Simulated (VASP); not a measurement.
# SiC (F-43m) in VASP: further runs, part 2 of 2

VASP 6.6.1.

### 3 Phonons, r2SCAN

Contents of INCAR:

```
SYSTEM = SiC
  ALGO = Normal
  EDIFF = 1E-8
  ENCUT = 520
  IBRION = 6
  ISIF = 2
  ISMEAR = 0
  LASPH = .TRUE.
  LCHARG = .FALSE.
  LMIXTAU = .TRUE.
  LREAL = .FALSE.
  LWAVE = .FALSE.
  METAGGA = R2SCAN
  NBANDS = 11
  NELM = 60
  NFREE = 2
  NSW = 1
  POTIM = 0.015
  PREC = Accurate
  SIGMA = 0.01
```

Contents of KPOINTS:

```
k-points
0
G
  10 10 10
  0 0 0
```

Contents of POSCAR:

```
SiC
1.0
    0.0000000000      2.1781342462      2.1781342462
    2.1781342462      0.0000000000      2.1781342462
    2.1781342462      2.1781342462      0.0000000000
Si C
1 1
Direct
    0.0000000000      0.0000000000      0.0000000000
    0.7500000000      0.7500000000      0.7500000000
```

Potentials or basis: VASP PAW PBE potentials, release 64 (Si, C).

Launch:

```bash
$ cat potpaw_PBE.64/Si/POTCAR potpaw_PBE.64/C/POTCAR > POTCAR
$ mpirun -np 1 vasp_std > vasp.out
```

OUTCAR:

```text
SYSTEM = SiC
   EDIFF = 1E-8
   ENCUT = 520
   IBRION = 6
   ISIF = 2
   ISMEAR = 0
   LASPH = .TRUE.
   LREAL = .FALSE.
   METAGGA = R2SCAN
   NELM = 60
   NFREE = 2
   NSW = 1
   POTIM = 0.015
   PREC = Accurate

 ion  position               nearest neighbor table
   1  0.000  0.000  0.000-   2 1.89   2 1.89   2 1.89   2 1.89
   2  0.750  0.750  0.750-   1 1.89   1 1.89   1 1.89   1 1.89

  LATTYP: Found a face centered cubic cell.
 ALAT       =     4.3562684924

  Lattice vectors:

 A1 = (   0.0000000000,   2.1781342462,   2.1781342462)
 A2 = (   2.1781342462,   0.0000000000,   2.1781342462)
 A3 = (   2.1781342462,   2.1781342462,   0.0000000000)

Analysis of symmetry for initial positions (statically):
=====================================================================
 Subroutine PRICEL returns:
 Original cell was already a primitive cell.

 Routine SETGRP: Setting up the symmetry group for a
 face centered cubic supercell.

 Subroutine GETGRP returns: Found 24 space group operations
 (whereof 24 operations were pure point group operations)
 out of a pool of 48 trial point group operations.

The static configuration has the point symmetry T_d .

Analysis of symmetry for dynamics (positions and initial velocities):
=====================================================================
 Subroutine PRICEL returns:
 Original cell was already a primitive cell.

 Routine SETGRP: Setting up the symmetry group for a
 face centered cubic supercell.

 Subroutine GETGRP returns: Found 24 space group operations
 (whereof 24 operations were pure point group operations)
 out of a pool of 48 trial point group operations.

The dynamic configuration has the point symmetry T_d .

 Subroutine INISYM returns: Found 24 space group operations
 (whereof 24 operations are pure point group operations),
 and found     1 'primitive' translations

----------------------------------------------------------------------------------------

                                     Primitive cell

  volume of cell :      20.6673

  direct lattice vectors                    reciprocal lattice vectors
     0.000000000  2.178134246  2.178134246    -0.229554262  0.229554262  0.229554262
     2.178134246  0.000000000  2.178134246     0.229554262 -0.229554262  0.229554262
     2.178134246  2.178134246  0.000000000     0.229554262  0.229554262 -0.229554262

  length of vectors
     3.080346992  3.080346992  3.080346992     0.397599645  0.397599645  0.397599645

  position of ions in fractional coordinates (direct lattice)
     0.000000000  0.000000000  0.000000000
     0.750000000  0.750000000  0.750000000

[... 104 lines left out ...]
   IVDW    =     0    specifies the selected vdW correction
   LEPSILON=     F    determine dielectric tensor
   LRPA    =     F    only Hartree local field effects (RPA)
 finite differences with symmetry
 non-spin polarized calculation
 Gauss-broadening in eV      SIGMA  =   0.01
  energy-cutoff  :      520.00
  volume of cell :       20.67
 maximum number of plane-waves:       568
   NGX = 11   NGY = 11   NGZ = 11

--------------------------------------- Ionic step        1  -------------------------------------------

 number of electron       8.0000001 magnetization

 Free energy of the ion-electron system (eV)
  ---------------------------------------------------
  ext. energy  EPLUGINS =         0.00000000
  ---------------------------------------------------
  free energy    TOTEN  =       -19.32695965 eV

  energy without entropy =      -19.32695965  energy(sigma->0) =      -19.32695965

------------------------ aborting loop because EDIFF is reached ----------------------------------------

  FORCE on cell =-STRESS in cart. coord.  units (eV):
  Direction    XX          YY          ZZ          XY          YZ          ZX
  --------------------------------------------------------------------------------------
  -------------------------------------------------------------------------------------
  Total       -0.0223749     -0.0223749     -0.0223749      0.0000000      0.0000000      0.0000000
  in kB       -1.7345504     -1.7345504     -1.7345504      0.0000000      0.0000000      0.0000000
  external PRESSURE =      -1.7345504 kB  Pullay stress =       0.0000000 kB
[... 131 lines left out ...]
--------------------------------------- Ionic step        5  -------------------------------------------

 number of electron       8.0000001 magnetization

 Free energy of the ion-electron system (eV)
  ---------------------------------------------------
  ext. energy  EPLUGINS =         0.00000000
  ---------------------------------------------------
  free energy    TOTEN  =       -19.32474628 eV

  energy without entropy =      -19.32474628  energy(sigma->0) =      -19.32474628

 E-fermi :   8.2151     XC(G=0): -11.9398

 val. band max:        8.0701956020   @ k =   0.0000   0.0000   0.0000
 cond. band min:       9.7191481605   @ k =   0.5000   0.5000   0.0000
 fundamental gap:      1.6489525585
 Fermi energy:         8.2151193974

 k-point     1 :       0.0000    0.0000    0.0000
  band No.  band energies     occupation
      1      -8.1936      2.00000
      2       7.9195      2.00000
      3       7.9961      2.00000
      4       8.0702      2.00000
      5      14.8435      0.00000
      6      15.8221      0.00000
      7      15.8531      0.00000
      8      15.8860      0.00000
      9      23.2110      0.00000
     10      23.2113      0.00000
     11      25.7776      0.00000
[... 309 lines left out ...]
 k-point    24 :       0.4000    0.3000    0.0000
  band No.  band energies     occupation
      1      -4.9583      2.00000
      2       2.1792      2.00000
      3       4.6953      2.00000
      4       5.2500      2.00000
      5      11.2979      0.00000
      6      14.1585      0.00000
      7      20.5009      0.00000
      8      20.7873      0.00000
      9      22.8750      0.00000
     10      27.1243      0.00000
     11      30.4568      0.00000

 [... further k-points ...]
[... 5 lines left out ...]
  --------------------------------------------------------------------------------------
  -------------------------------------------------------------------------------------
  Total       -0.0224994     -0.0171310     -0.0171310      0.0000000     -0.1137142      0.0000000
  in kB       -1.7442027     -1.3280348     -1.3280348      0.0000000     -8.8153834      0.0000000
  external PRESSURE =      -1.4667574 kB  Pullay stress =       0.0000000 kB
[... 17 lines left out ...]
  FREE ENERGIE OF THE ION-ELECTRON SYSTEM (eV)
  ---------------------------------------------------
  free  energy   TOTEN  =       -19.3247462784 eV

  energy  without entropy=      -19.3247462784  energy(sigma->0) =      -19.32474628

 INTERNAL STRAIN TENSORS FROM DISPLACED ATOMS
 ============================================

 INTERNAL STRAIN TENSOR FOR ION    1 for displacements in x,y,z  (eV/Angst):
          X           Y           Z          XY          YZ          ZX
  --------------------------------------------------------------------------------
  x     0.00000     0.00000     0.00000     0.00000    -7.58175     0.00000
  y     0.00000     0.00000     0.00000     0.00000     0.00000    -7.58175
  z     0.00000     0.00000     0.00000    -7.58175     0.00000     0.00000

 INTERNAL STRAIN TENSOR FOR ION    2 for displacements in x,y,z  (eV/Angst):
          X           Y           Z          XY          YZ          ZX
  --------------------------------------------------------------------------------
  x    -0.00000     0.00000     0.00000     0.00000     7.58133     0.00000
  y     0.00000     0.00000     0.00000     0.00000     0.00000     7.58133
  z     0.00000     0.00000    -0.00000     7.58133     0.00000     0.00000

 Eigenvectors and eigenvalues of the dynamical matrix
 ----------------------------------------------------

   1 f  =   23.909909 THz   150.230389 2PiTHz  797.548716 cm-1    98.883394 meV
             X         Y         Z           dx          dy          dz
      0.000000  0.000000  0.000000     0.000000    0.547292    0.000000
      3.267201  3.267201  3.267201     0.000000   -0.836942    0.000000
[... 21 lines left out ...]
   6 f/i=    0.000731 THz     0.004593 2PiTHz    0.024381 cm-1     0.003023 meV
             X         Y         Z           dx          dy          dz
      0.000000  0.000000  0.000000     0.000000    0.000000    0.836942
      3.267201  3.267201  3.267201     0.000000    0.000000    0.547292

 ELASTIC MODULI CONTR FROM IONIC RELAXATION (kBar)
 Direction    XX          YY          ZZ          XY          YZ          ZX
 --------------------------------------------------------------------------------
 XX          -0.0000      0.0000      0.0000      0.0000      0.0000      0.0000
 YY           0.0000     -0.0000      0.0000      0.0000      0.0000     -0.0000
 ZZ           0.0000      0.0000     -0.0000      0.0000      0.0000      0.0000
 XY           0.0000      0.0000      0.0000   -226.4365      0.0000      0.0000
 YZ           0.0000      0.0000      0.0000      0.0000   -226.4365      0.0000
 ZX           0.0000     -0.0000      0.0000      0.0000      0.0000   -226.4365
 --------------------------------------------------------------------------------
```

It took 6.7 min on 1 thread of Intel Xeon 8259CL, shared host; peak memory 0.19 GiB.

Results:

```yaml
Highest_phonon_frequency_at_Γ_LO-TO_splitting_left_out: 798 cm⁻¹
```

Phonon frequencies in cm⁻¹ (negative: imaginary):
| q point | frequencies |
| --- | --- |
| (0.000, 0.000, 0.000) | 0 0 0 798 798 798 |

Caveat: the PAW data sets were made with another functional, which shifts forces and pressure a little.

### 4 Phonons, r2SCAN

Contents of INCAR:

```
ALGO     = Normal         # electronic algorithm
EDIFF    = 1E-8           # SCF threshold, eV
ENCUT    = 520            # plane-wave cutoff, eV
IBRION   = 6              # ionic algorithm
ISIF     = 2              # what is computed and relaxed
ISMEAR   = 0              # smearing method
LASPH    = True           # aspherical terms in the spheres
LCHARG   = False          # write CHGCAR
LMIXTAU  = True         
LREAL    = False          # projectors in reciprocal space
LWAVE    = False          # write WAVECAR
METAGGA  = R2SCAN         # meta-GGA
NBANDS   = 11             # bands
NELM     = 100            # most SCF steps
NFREE    = 2            
NSW      = 1              # ionic steps
POTIM    = 0.015          # step
PREC     = Accurate       # precision mode
SIGMA    = 0.05           # smearing width, eV
```

Contents of KPOINTS:

```
k-points
0
Gamma
  10 10 10
```

POSCAR is that of step 3.

Potentials or basis: VASP PAW PBE potentials, release 64 (Si, C).

Launch:

```bash
$ cat potpaw_PBE.64/Si/POTCAR potpaw_PBE.64/C/POTCAR > POTCAR
$ mpirun -np 1 vasp_std > vasp.out
```

OUTCAR:

```text
EDIFF = 1E-8
   ENCUT = 520
   IBRION = 6
   ISIF = 2
   ISMEAR = 0
   LASPH = True
   LREAL = False
   METAGGA = R2SCAN
   NELM = 100
   NFREE = 2
   NSW = 1
   POTIM = 0.015
   PREC = Accurate

 ion  position               nearest neighbor table
   1  0.000  0.000  0.000-   2 1.89   2 1.89   2 1.89   2 1.89
   2  0.750  0.750  0.750-   1 1.89   1 1.89   1 1.89   1 1.89

  LATTYP: Found a face centered cubic cell.
 ALAT       =     4.3562684924

  Lattice vectors:

[... 716 lines left out ...]
  x     0.00000     0.00000     0.00000     0.00000    -7.58175     0.00000
  y     0.00000     0.00000     0.00000     0.00000     0.00000    -7.58175
  z     0.00000     0.00000     0.00000    -7.58175     0.00000     0.00000

 INTERNAL STRAIN TENSOR FOR ION    2 for displacements in x,y,z  (eV/Angst):
          X           Y           Z          XY          YZ          ZX
  --------------------------------------------------------------------------------
  x     0.00000     0.00000     0.00000     0.00000     7.58133     0.00000
  y     0.00000    -0.00000     0.00000     0.00000     0.00000     7.58133
  z     0.00000     0.00000     0.00000     7.58133     0.00000     0.00000

 Eigenvectors and eigenvalues of the dynamical matrix
 ----------------------------------------------------

   1 f  =   23.909909 THz   150.230389 2PiTHz  797.548716 cm-1    98.883394 meV
             X         Y         Z           dx          dy          dz
      0.000000  0.000000  0.000000     0.000000    0.547292    0.000000
      3.267201  3.267201  3.267201    -0.000000   -0.836942    0.000000
[... 21 lines left out ...]
   6 f/i=    0.000731 THz     0.004593 2PiTHz    0.024382 cm-1     0.003023 meV
             X         Y         Z           dx          dy          dz
      0.000000  0.000000  0.000000    -0.255305    0.797052    0.000000
      3.267201  3.267201  3.267201    -0.166949    0.521206    0.000000

 ELASTIC MODULI CONTR FROM IONIC RELAXATION (kBar)
 Direction    XX          YY          ZZ          XY          YZ          ZX
 --------------------------------------------------------------------------------
 XX          -0.0000     -0.0000      0.0000     -0.0000     -0.0000      0.0000
 YY          -0.0000     -0.0000      0.0000      0.0000     -0.0000      0.0000
 ZZ           0.0000      0.0000     -0.0000     -0.0000      0.0000     -0.0000
 XY          -0.0000      0.0000     -0.0000   -226.4365     -0.0000     -0.0000
 YZ          -0.0000     -0.0000      0.0000     -0.0000   -226.4365      0.0000
 ZX           0.0000      0.0000     -0.0000     -0.0000      0.0000   -226.4365
 --------------------------------------------------------------------------------
```

OSZICAR:

```text
N       E                     dE             d eps       ncg     rms          rms(c)
DAV:   1    -0.153258372035E+01   -0.15326E+01   -0.42472E+03  1082   0.643E+02
DAV:   2    -0.217253144034E+02   -0.20193E+02   -0.19228E+02  1381   0.112E+02
DAV:   3    -0.223248294009E+02   -0.59951E+00   -0.59843E+00  1265   0.159E+01
[... 75 lines left out ...]
DAV:  10    -0.193247462312E+02    0.27996E-06   -0.30546E-08  4215   0.167E-03    0.106E-04
DAV:  11    -0.193247463341E+02   -0.10286E-06   -0.68324E-09  2668   0.750E-04    0.388E-05
DAV:  12    -0.193247462634E+02    0.70696E-07   -0.75408E-10  2118   0.230E-04    0.290E-05
DAV:  13    -0.193247462821E+02   -0.18726E-07   -0.30308E-11  2022   0.537E-05    0.104E-05
DAV:  14    -0.193247462688E+02    0.13295E-07   -0.11534E-11  1992   0.291E-05    0.688E-06
DAV:  15    -0.193247462784E+02   -0.96231E-08   -0.27339E-12  1959   0.160E-05
   5 F= -.19324746E+02 E0= -.19324746E+02  d E =-.352337E-18
```

Run time: 8.4 min. Hardware: 1 thread of Intel Xeon 8259CL, shared host; peak memory 0.19 GiB.

Results:

```yaml
Highest_phonon_frequency_at_Γ_LO-TO_splitting_left_out: 798 cm⁻¹
```

Phonon frequencies in cm⁻¹ (negative: imaginary):
| q point | frequencies |
| --- | --- |
| (0.000, 0.000, 0.000) | 0 0 0 798 798 798 |

Caveat: the PAW data sets were made with another functional, which shifts forces and pressure a little.

### 5 Against experiment

Step 2. A measured gap of SiC is 2.4 eV (indirect; quoted in “Insight into the structural, elastic and electronic properties of a new orthorhombic 6O-SiC polytype”, 2020, pmc:7200658); the calculated 1.72 eV misses it by -0.68 eV. The value is that of r2SCAN on a finite k mesh, which can miss the band edges, without temperature or zero-point motion.
